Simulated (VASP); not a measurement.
Crystal: AgCl (wurtzite type).

```
Ag Cl
1.0
     3.99003    0.00000    0.00000
    -1.99502    3.45547    0.00000
     0.00000    0.00000    6.50376
Ag Cl
2 2
Cartesian
  0.0000 2.3036 0.0000
  1.9950 1.1518 3.2519
  0.0000 2.3036 2.4454
  1.9950 1.1518 5.6973
```

| Property | Result |
| --- | --- |
| Program | VASP 6.6.1 |
| Task | relaxation of cell and atoms |
| Functional | PBE |
| Potentials or basis | VASP PAW PBE potentials, release 64 (Ag, Cl) |
| Cutoff | 600 eV |
| k mesh | 11 × 11 × 6 |
| Occupations | fermi-dirac, width 0.05 eV |
| Spin | no spin polarisation |

At the start: pressure 11.1 GPa; volume 22.42 Å³/atom.

Problem. How do energy, volume and symmetry change on relaxing?

Solution. Over 11 steps the energy falls by 147.6 meV/atom and the volume is 27.72 Å³/atom (+23.6 %); space group P6_3mc (No. 186, to 0.1 Å) before and after.

The path:
| step | energy change (eV) | largest force (eV/Å) | pressure (GPa) | volume (Å³) |
| --- | --- | --- | --- | --- |
| 1 | 0.0000 | 0.0158 | 11.07 | 89.67 |
| 2 | -0.5899 | 0.0069 | -0.11 | 111.31 |
| 3 | -0.5900 | 0.0068 | 0.02 | 110.82 |
| 4 | -0.5900 | 0.0070 | 0.02 | 110.82 |
| 5 | -0.5901 | 0.0072 | 0.02 | 110.83 |
| 6 | -0.5902 | 0.0079 | 0.02 | 110.83 |
| 7 | -0.5902 | 0.0096 | 0.02 | 110.83 |
| 8 | -0.5903 | 0.0069 | 0.00 | 110.88 |
| 9 | -0.5903 | 0.0018 | -0.02 | 110.97 |
| 10 | -0.5903 | 0.0003 | -0.01 | 110.92 |
| 11 | -0.5903 | 0.0012 | 0.01 | 110.87 |

Final structure:
```xyz
4
Lattice="4.2944 0.0000 0.0000 -2.1472 3.7190 0.0000 0.0000 0.0000 6.9418" Properties=species:S:1:pos:R:3 pbc="T T T"
Ag    0.0000    2.4794    6.9310
Ag    2.1472    1.2397    3.4601
Cl    0.0000    2.4794    2.6209
Cl    2.1472    1.2397    6.0918
```

Caveat: the volume moved by over 15 % at a fixed basis, so the end points are rough.
